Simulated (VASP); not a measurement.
# TiH2 (I4/mmm) in VASP: notebook

The runs below take TiH2 through single point, with r2SCAN.

Program: VASP 6.6.1. These are calculated values, not measurements. Logs are shortened: lines on timing, memory, paths and dates and some standing lists are left out, and cuts for length are marked.

## Step 1: The cell of the first run

It takes space group I4/mmm (No. 139, tetragonal). Conventional cell: a = 3.193 Å, b = 3.193 Å, c = 4.267 Å, α = 90.00°, β = 90.00°, γ = 90.00°. Within 2.5 Å of Ti (site symmetry 4/mmm) lie 8 H at 1.92 Å. H (site symmetry -4m2) has 4 Ti at 1.92 Å and 6 H at 2.13 to 2.26 Å within 2.5 Å.

## Step 2: Single point, r2SCAN

POSCAR

```
TiH2
1.0
   -1.5965000000      1.5965000000      2.1335000000
    1.5965000000     -1.5965000000      2.1335000000
    1.5965000000      1.5965000000     -2.1335000000
Ti H
1 2
Direct
    0.0000000000      0.0000000000      0.0000000000
    0.7500000000      0.2500000000      0.5000000000
    0.2500000000      0.7500000000      0.5000000000
```

INCAR.step1

```
ALGO = Normal
EDIFF = 1E-4
ENCUT = 520
GGA = PE
ISMEAR = 0
LASPH = T
LCHARG = F
LREAL = F
LWAVE = T
NBANDS = 14
NELM = 100
PREC = Accurate
SIGMA = 0.1
```

INCAR.step2

```
ALGO = Normal
EDIFF = 1E-6
ENCUT = 520
ISIF = 2
ISMEAR = 0
ISTART = 1
LASPH = T
LCHARG = F
LMIXTAU = T
LREAL = F
LWAVE = F
METAGGA = R2SCAN
NBANDS = 14
NELM = 100
PREC = Accurate
SIGMA = 0.1
```

KPOINTS

```
k-points
0
Gamma
  8 8 8
```

Potentials or basis: VASP PAW PBE potentials, release 64 (Ti_sv, H).

Launch:

```bash
$ cat potpaw_PBE.64/Ti_sv/POTCAR potpaw_PBE.64/H/POTCAR > POTCAR
$ cp INCAR.step1 INCAR
$ mpirun -np 1 vasp_std > vasp.out
$ cp INCAR.step2 INCAR
$ mpirun -np 1 vasp_std > vasp.out
```

OUTCAR:

```text
EDIFF = 1E-6
   ENCUT = 520
   ISIF = 2
   ISMEAR = 0
   ISTART = 1
   LASPH = T
   LREAL = F
   METAGGA = R2SCAN
   NELM = 100
   PREC = Accurate

 ion  position               nearest neighbor table
   1  0.000  0.000  0.000-
   2  0.750  0.250  0.500-
   3  0.250  0.750  0.500-

  LATTYP: Found a body centered tetragonal cell.
 ALAT       =     3.1930000000
 C/A-ratio  =     1.3363607892

  Lattice vectors:

 A1 = (  -1.5965000000,   1.5965000000,   2.1335000000)
 A2 = (   1.5965000000,  -1.5965000000,   2.1335000000)
 A3 = (   1.5965000000,   1.5965000000,  -2.1335000000)

Analysis of symmetry for initial positions (statically):
=====================================================================
 Subroutine PRICEL returns:
 Original cell was already a primitive cell.

 Routine SETGRP: Setting up the symmetry group for a
 body centered tetragonal supercell.

 Subroutine GETGRP returns: Found 16 space group operations
 (whereof 16 operations were pure point group operations)
 out of a pool of 16 trial point group operations.

The static configuration has the point symmetry D_4h.

Analysis of symmetry for dynamics (positions and initial velocities):
=====================================================================
 Subroutine PRICEL returns:
 Original cell was already a primitive cell.

 Routine SETGRP: Setting up the symmetry group for a
 body centered tetragonal supercell.

 Subroutine GETGRP returns: Found 16 space group operations
 (whereof 16 operations were pure point group operations)
 out of a pool of 16 trial point group operations.

The dynamic configuration has the point symmetry D_4h.

 Subroutine INISYM returns: Found 16 space group operations
 (whereof 16 operations are pure point group operations),
 and found     1 'primitive' translations

----------------------------------------------------------------------------------------

                                     Primitive cell

  volume of cell :      21.7516

  direct lattice vectors                    reciprocal lattice vectors
    -1.596500000  1.596500000  2.133500000     0.000000000  0.313185092  0.234356691
     1.596500000 -1.596500000  2.133500000     0.313185092  0.000000000  0.234356691
     1.596500000  1.596500000 -2.133500000     0.313185092  0.313185092  0.000000000

  length of vectors
     3.106355863  3.106355863  3.106355863     0.391162320  0.391162320  0.442910605

  position of ions in fractional coordinates (direct lattice)
     0.000000000  0.000000000  0.000000000
     0.750000000  0.250000000  0.500000000
     0.250000000  0.750000000  0.500000000

  ion indices of the primitive-cell ions
   primitive index   ion index
                 1           1
                 2           2
                 3           3

----------------------------------------------------------------------------------------

 KPOINTS: k-points

Automatic generation of k-mesh.
 Grid dimensions read from file:
 generate k-points for:    8    8    8

 Generating k-lattice:

  Cartesian coordinates                     Fractional coordinates (reciprocal lattice)
     0.000000000  0.039148137  0.029294586     0.125000000  0.000000000  0.000000000
     0.039148137  0.000000000  0.029294586     0.000000000  0.125000000  0.000000000
     0.039148137  0.039148137  0.000000000     0.000000000  0.000000000  0.125000000

  Length of vectors
     0.048895290  0.048895290  0.055363826

  Shift w.r.t. Gamma in fractional coordinates (k-lattice)
     0.000000000  0.000000000  0.000000000

 Subroutine IBZKPT returns following result:
 ===========================================

 Found     59 irreducible k-points:

 Following reciprocal coordinates:
            Coordinates               Weight
  0.000000  0.000000  0.000000      1.000000
  0.125000  0.000000  0.000000      8.000000
  0.250000  0.000000  0.000000      8.000000
  0.375000  0.000000  0.000000      8.000000
  0.500000  0.000000  0.000000      4.000000
  0.125000  0.125000  0.000000      8.000000
[... 16 lines left out ...]
  0.250000  0.125000  0.125000     16.000000
  0.375000  0.125000  0.125000      8.000000
 [... further k-points ...]
   k-points           NKPTS =     59   k-points in BZ     NKDIM =     59   number of bands    NBANDS=     14
   number of dos      NEDOS =    301   number of ions     NIONS =      3
   total plane-waves  NPLWV =  13824
   dimension x,y,z NGX =    24 NGY =   24 NGZ =   24
   dimension x,y,z NGXF=    48 NGYF=   48 NGZF=   48
   ions per type =               1   2
   NGX,Y,Z   is equivalent  to a cutoff of  12.84, 12.84, 12.84 a.u.
   NGXF,Y,Z  is equivalent  to a cutoff of  25.69, 25.69, 25.69 a.u.
 SYSTEM =  unknown system
   PREC   = accura    normal or accurate (medium, high low for compatibility)
   ISTART =      1    job   : 0-new  1-cont  2-samecut
   ICHARG =      0    charge: 1-file 2-atom 10-const
   ISPIN  =      1    spin polarized calculation?
   LNONCOLLINEAR =      F non collinear calculations
   LSORBIT =      F    spin-orbit coupling
   LASPH  =      T    aspherical Exc in radial PAW
   ENCUT  =  520.0 eV  38.22 Ry    6.18 a.u.   5.78  5.78  5.78*2*pi/ulx,y,z
   NELM   =    100;   NELMIN=  2; NELMDL=  0     # of ELM steps
   EDIFF  = 0.1E-05   stopping-criterion for ELM
   LREAL  =      F    real-space projection
   EDIFFG = 0.1E-04   stopping-criterion for IOM
   NSW    =      0    number of steps for IOM
   IBRION =     -1    ionic relax: 0-MD 1-quasi-New 2-CG
   NFREE  =      0    steps in history (QN), initial steepest desc. (CG)
   ISIF   =      2    stress and relaxation
   ISYM   =      2    0-nonsym 1-usesym 2-fastsym
   POTIM  = 0.5000    time-step for ionic-motion
   TEBEG  =    0.0;   TEEND  =   0.0 temperature during run
   PSTRESS=    0.0 pullay stress
   NELECT =      14.0000    total number of electrons
   NUPDOWN=      -1.0000    fix difference up-down
   EMIN   =  10.00;   EMAX   =-10.00  energy-range for DOS
   EFERMI =   0.00;   METHOD = LEGACY
   ISMEAR =     0;   SIGMA  =   0.10  broadening in eV -4-tet -1-fermi 0-gaus
   EFERMI_NEDOS =   21; number of points for ismear=-14 and -15
   IALGO  =     38    algorithm
   IMIX   =      4    mixing-type and parameters
     AMIX     =   0.40;   BMIX     =  1.00
     AMIX_MAG =   1.60;   BMIX_MAG =  1.00
  volume/ion in A,a.u.               =       7.25        48.93
  Fermi-wavevector in a.u.,A,eV,Ry     =   1.413472  2.671076 27.183139  1.997904
  Thomas-Fermi vector in A             =   2.535114
   LORBIT       =      0    0 simple, 1 ext, 2 COOP (PROOUT), +10 PAW based schemes
   METAGGA = R2SCAN    functional components
   LHFCALC =     F    Hartree Fock is set to
   AEXX    =    0.0000 exact exchange contribution
   IVDW    =     0    specifies the selected vdW correction
   LEPSILON=     F    determine dielectric tensor
   LRPA    =     F    only Hartree local field effects (RPA)
 non-spin polarized calculation
 Gauss-broadening in eV      SIGMA  =   0.10
  energy-cutoff  :      520.00
  volume of cell :       21.75
 maximum number of plane-waves:       600
   NGX = 11   NGY = 11   NGZ = 11

 number of electron      14.0000000 magnetization

 Free energy of the ion-electron system (eV)
  ---------------------------------------------------
  ext. energy  EPLUGINS =         0.00000000
  ---------------------------------------------------
  free energy    TOTEN  =       -21.48951308 eV

  energy without entropy =      -21.48272266  energy(sigma->0) =      -21.48611787

 E-fermi :   7.8780     XC(G=0): -12.3389

 val. band max:        7.8676942197   @ k =  -0.2500   0.1250   0.0000
 cond. band min:       7.9002265793   @ k =   0.0000   0.0000   0.0000
 fundamental gap:      0.0325323596
 Fermi energy:         7.8780491575

 k-point     1 :       0.0000    0.0000    0.0000
  band No.  band energies     occupation
      1     -51.8489      2.00000
      2     -26.8802      2.00000
      3     -26.8802      2.00000
      4     -26.8686      2.00000
      5      -3.3211      2.00000
      6       7.5128      2.00000
      7       7.5128      2.00000
      8       7.9002      0.75380
      9       8.0769      0.00493
     10       9.1736      0.00000
     11       9.6560      0.00000
     12      22.6231      0.00000
     13      24.1539      0.00000
     14      24.1539      0.00000

 k-point     2 :       0.1250    0.0000    0.0000
  band No.  band energies     occupation
      1     -51.8403      2.00000
      2     -26.9372      2.00000
      3     -26.8896      2.00000
      4     -26.8777      2.00000
      5      -2.9300      2.00000
      6       5.5613      2.00000
      7       7.6516      1.99864
      8       7.9138      0.61312
      9       9.1198      0.00000
     10       9.5503      0.00000
     11      10.4109      0.00000
     12      20.2186      0.00000
     13      23.8206      0.00000
     14      24.2075      0.00000

 k-point     3 :       0.2500    0.0000    0.0000
  band No.  band energies     occupation
      1     -51.8196      2.00000
      2     -27.0814      2.00000
      3     -26.9124      2.00000
      4     -26.8908      2.00000
      5      -1.8811      2.00000
      6       3.7898      2.00000
      7       7.7586      1.90896
      8       8.1469      0.00014
      9       9.3131      0.00000
     10       9.5218      0.00000
     11      12.5061      0.00000
     12      17.4980      0.00000
     13      21.6207      0.00000
     14      23.8293      0.00000
[... 324 lines left out ...]
 k-point    23 :       0.2500    0.1250    0.1250
  band No.  band energies     occupation
      1     -51.7892      2.00000
      2     -27.1946      2.00000
      3     -27.0151      2.00000
      4     -26.9375      2.00000
      5       0.1953      2.00000
      6       2.2328      2.00000
      7       6.6980      2.00000
      8       8.7263      0.00000
      9       9.5832      0.00000
     10      10.6930      0.00000
     11      13.2470      0.00000
     12      16.1406      0.00000
     13      17.0099      0.00000
     14      21.0399      0.00000

 k-point    24 :       0.3750    0.1250    0.1250
  band No.  band energies     occupation
      1     -51.7825      2.00000
      2     -27.2209      2.00000
      3     -27.0372      2.00000
      4     -26.9464      2.00000
      5       0.8311      2.00000
      6       1.9318      2.00000
      7       6.4775      2.00000
      8       8.6204      0.00000
      9      10.0430      0.00000
     10      10.9616      0.00000
     11      12.5118      0.00000
     12      15.9079      0.00000
     13      16.4626      0.00000
     14      21.5587      0.00000

 [... further k-points ...]
[... 5 lines left out ...]
  --------------------------------------------------------------------------------------
  -------------------------------------------------------------------------------------
  Total       -0.2732912     -0.2732912     -0.4197122      0.0000000      0.0000000      0.0000000
  in kB      -20.1300885    -20.1300885    -30.9151742      0.0000000      0.0000000      0.0000000
  external PRESSURE =     -23.7251170 kB  Pullay stress =       0.0000000 kB

 VOLUME and BASIS-vectors are now :
 -----------------------------------------------------------------------------
  energy-cutoff  :      520.00
  volume of cell :       21.75
      direct lattice vectors                 reciprocal lattice vectors
    -1.596500000  1.596500000  2.133500000     0.000000000  0.313185092  0.234356691
     1.596500000 -1.596500000  2.133500000     0.313185092  0.000000000  0.234356691
     1.596500000  1.596500000 -2.133500000     0.313185092  0.313185092  0.000000000

 POSITION                                       TOTAL-FORCE (eV/Angst)
 -----------------------------------------------------------------------------------
      0.00000      0.00000      0.00000        -0.000000     -0.000000      0.000000
     -0.00000      1.59650      1.06675        -0.000000     -0.000000     -0.000000
      1.59650     -0.00000      1.06675         0.000000      0.000000      0.000000
 -----------------------------------------------------------------------------------
    total drift:                                0.000000      0.000000      0.000000

  FREE ENERGIE OF THE ION-ELECTRON SYSTEM (eV)
  ---------------------------------------------------
  free  energy   TOTEN  =       -21.4895130775 eV

  energy  without entropy=      -21.4827226629  energy(sigma->0) =      -21.48611787
```

Run time: 24 s. Hardware: 1 thread of Intel Xeon 6975P-C (Granite Rapids), shared host; peak memory 0.15 GiB.

Results:

```yaml
Free_energy: -21.4895 eV
Pressure: -2.4 GPa
Band_gap_on_the_k_mesh: zero (band 7 reaches 8.07 eV, above the bottom of band 8 at 7.75 eV)
```

Caveat: the PAW data sets were made with another functional, which shifts forces and pressure a little.

(Part 1 of 2 ends here.)
